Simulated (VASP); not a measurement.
Runs of VASP 6.6.1 on CsI. The structure is that of space group Pm-3m (No. 221), or close to it. The cells are those of the table. 

| task | cell | smearing | gap on the mesh (eV) | pressure (GPa) |
| --- | --- | --- | --- | --- |
| single point | a = 4.712 Å, 2 atoms | gaussian 0.02 eV | 3.59 | (b) |
| single point | a = 4.619 Å, 2 atoms | gaussian 0.02 eV | (a) | 0.4 |
| relaxation of cell and atoms | relaxed from a = 4.666 Å, 2 atoms | gaussian 0.01 eV | 3.67 | 0.0 |
| single point | a = 4.571 Å, 2 atoms | gaussian 0.02 eV | 3.87 | 0.8 |
| single point | a = 4.471 Å, 2 atoms | gaussian 0.02 eV | 4.08 | (c) |
| single point | a = 4.666 Å, 2 atoms | gaussian 0.01 eV | 3.68 | 0.0 |

Alike in all rows: level PBE; potentials or basis VASP PAW PBE potentials, release 64 (Cs_sv, I); no spin polarisation; k mesh 6 × 6 × 6; cutoff (eV) 500.

**Question.** Estimate the missing entries.

**Answer.** (a) 3.77; (b) -0.2; (c) 1.8.

Caveats: spin-orbit coupling is left out, which moves the levels of the heavy elements.

A k mesh can miss the band edges, and the runs leave out spin-orbit coupling on Cs, I.
